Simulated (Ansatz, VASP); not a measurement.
# Two plane-wave programs on MoS2

The input INCAR:

```
  PREC = Accurate
  ENCUT = 520
  EDIFF = 1E-6
  ISMEAR = 0
  SIGMA = 0.02
  LREAL = F
  LASPH = T
  NELM = 60
  ALGO = Normal
  ISIF = 2
  LWAVE = F
  LCHARG = F
  GGA = PE
  IVDW = 12
  IBRION = 2
  NSW = 60
  EDIFFG = -0.008
```

The input KPOINTS:

```
Automatic mesh
0
Gamma
  12 12 4
```

Contents of POSCAR:

```
MoS2
1.0
    3.1497239970      0.0000000000      0.0000000000
   -1.5748619985      2.7277409963      0.0000000000
    0.0000000000      0.0000000000      6.4481163804
Mo S
1 2
Direct
    0.0000000000      0.0000000000      0.0000000000
    0.3333333333      0.6666666667      0.2399959284
    0.3333333333      0.6666666667      0.7600040716
```

Input for Ansatz:

```yaml
crystal:
  lattice:
    - [3.149723997, 0.0, 0.0]
    - [-1.5748619985, 2.7277409963, 0.0]
    - [0.0, 0.0, 6.4481163804]
  atoms:
    - { symbol: Mo, position: [0.0, 0.0, 0.0] }
    - { symbol: S, position: [0.3333333333, 0.6666666667, 0.2399959284] }
    - { symbol: S, position: [0.3333333333, 0.6666666667, 0.7600040716] }
basis:
  ecutwfc: 420
kpoints:
  mp_grid: { grid: [12, 12, 4] }
hamiltonian:
  xc: pbe
  dispersion: d3bj
scf:
  occupations: { method: gaussian, width: 0.02 }
output:
  forces: true
  stress: true
  eigenvalues: true
relax:
  adjacent_minimum: "off"
  f_tol: 0.008
  max_steps: 40
```

Change from the starting cell: strain along c alone, the other axes held, atoms relaxed: -3.0 %.

Alike in both runs: task relaxation of the atoms; functional PBE; dispersion D3(BJ); k mesh 12 × 12 × 4; occupations gaussian, width 0.02 eV; no spin polarisation.

```csv
,VASP,Ansatz
version,VASP 6.6.1,Ansatz 0.2.0
potentials or method,"VASP PAW PBE potentials, release 64 (Mo_sv, S), cutoff 520 eV","scalar-relativistic, plane waves, PAW"
valence electrons in the cell,26,26
```

```csv
,VASP,Ansatz,Ansatz less VASP
"gap on the k mesh at the Fermi level, each at its own relaxed structure (eV)",1.03,1.02,-0.013
```

Ansatz's warnings: stress scf threshold loose.
